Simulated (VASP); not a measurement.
Runs of VASP 6.6.1 on Gd. The structure is that of space group Im-3m (No. 229), or close to it. The cells are those of the table. This isn't the form of Gd at room conditions, which is hcp.

```csv
level,cell,k mesh for the DOS,occupations for the DOS,gap on the mesh (eV),pressure (GPa),moment (μB)
PBE,"a = 3.417 Å, angles 109.5°, 1 atom",-,-,none,(b),7.60
PBE,"a = 2.692 Å, angles 109.5°, 1 atom",23 × 23 × 23,tetrahedron,-,-,6.85
PBE,"a = 3.315 Å, angles 109.5°, 1 atom",-,-,none,7.5,7.57
PBE+D3(BJ),"a = 3.417 Å, angles 109.5°, 1 atom",-,-,none,(a),7.60
```

Alike in all rows: task single point; potentials or basis VASP PAW PBE potentials, release 64 (Gd); spin collinear, ferromagnetic start; k mesh 15 × 15 × 15; cutoff (eV) 520; smearing fermi-dirac 0.08 eV.

Task: Fill in the values left out.

Result: (a) 0.5; (b) 3.1.

Caveats: spin-orbit coupling is left out, which moves the levels of the heavy elements; semilocal functionals describe open f shells poorly, which spoils levels, moments and volumes; the cell stands under pressure (at least some runs).

A k mesh can miss the band edges, and the runs leave out spin-orbit coupling on Gd.

A gap of «none» marks levels without a gap at the run's occupations.
